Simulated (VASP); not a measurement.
Na2LiTi2, 5 atoms in the cell. Symmetry: I4/mmm, No. 139, tetragonal system. The conventional cell has a = 3.951 Å, b = 3.951 Å, c = 10.368 Å, α = 90.00°, β = 90.00°, γ = 90.00°. Na (site symmetry -4m2) has 4 Ti at 2.36 Å and 4 Na at 2.79 Å within 3.1 Å. Within 4.1 Å of Li (site symmetry 4/mmm) lie 10 Ti at 3.08 to 3.88 Å and 8 Na at 3.26 Å and 4 Li at 3.95 Å. Ti (site symmetry 4mm) has 4 Na at 2.36 Å and 1 Ti at 2.61 Å and 4 Li at 3.08 Å within 3.1 Å. 

* Program: VASP 6.6.1
* Task: single point
* Functional: PBE
* Potentials or basis: VASP PAW PBE potentials, release 64 (Na_pv, Li_sv, Ti_sv)
* Cutoff: 520 eV
* k mesh: 6 × 6 × 6
* Occupations: gaussian, width 0.1 eV
* Spin: no spin polarisation
* Dipole correction: no
* Further INCAR settings: ALGO = Normal; EDIFF = 1e-07; NBANDS = 28

Potentials or basis: VASP PAW PBE potentials, release 64 (Na_pv, Li_sv, Ti_sv).

The run is started by

```sh
$ cat potpaw_PBE.64/Na_pv/POTCAR potpaw_PBE.64/Li_sv/POTCAR potpaw_PBE.64/Ti_sv/POTCAR > POTCAR
$ mpirun -np 1 vasp_std > vasp.out
```

Hardware: 1 thread of AMD EPYC 9R45 (Zen 5) (shared host).

Q: Estimate the wall time of this run.

A: Wall time 2.9 min on 1 thread of AMD EPYC 9R45 (Zen 5), on a shared host, peak memory 0.31 GiB. Counts: scf iterations 16, k points 30.
